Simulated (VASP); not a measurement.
Input of a VASP 6.6.1 run:

File INCAR:

```
PREC = Accurate ; ENCUT = 520
EDIFF = 1E-6 ; ISMEAR = -1
SIGMA = 0.05 ; LREAL = F
LASPH = T ; NELM = 80
ALGO = Normal ; ISIF = 2
LWAVE = F ; LCHARG = F
GGA = CA ; NBANDS = 19
```

Contents of KPOINTS:

```
Automatic mesh
0
Gamma
  10 10 7
```

POSCAR

```
TiHg
1.0
    3.0289277331      0.0000000000      0.0000000000
    0.0000000000      3.0289277331      0.0000000000
    0.0000000000      0.0000000000      4.0677623693
Ti Hg
1 1
Direct
    0.5000000000      0.5000000000      0.5000000000
    0.0000000000      0.0000000000      0.0000000000
```

Potentials or basis: VASP PAW LDA potentials, release 64 (Ti_sv, Hg).

The run is started by

```console
$ cat potpaw_LDA.64/Ti_sv/POTCAR potpaw_LDA.64/Hg/POTCAR > POTCAR
$ mpirun -np 1 vasp_std > vasp.out
```

(1) Estimate the band gap on the k mesh.

(2) What does it give for the pressure?

## Answers

(1) zero (band 12 reaches 6.57 eV, above the bottom of band 13 at 5.63 eV).

(2) -7.8 GPa.

Caveat: spin-orbit coupling is left out, which moves the levels of the heavy elements.
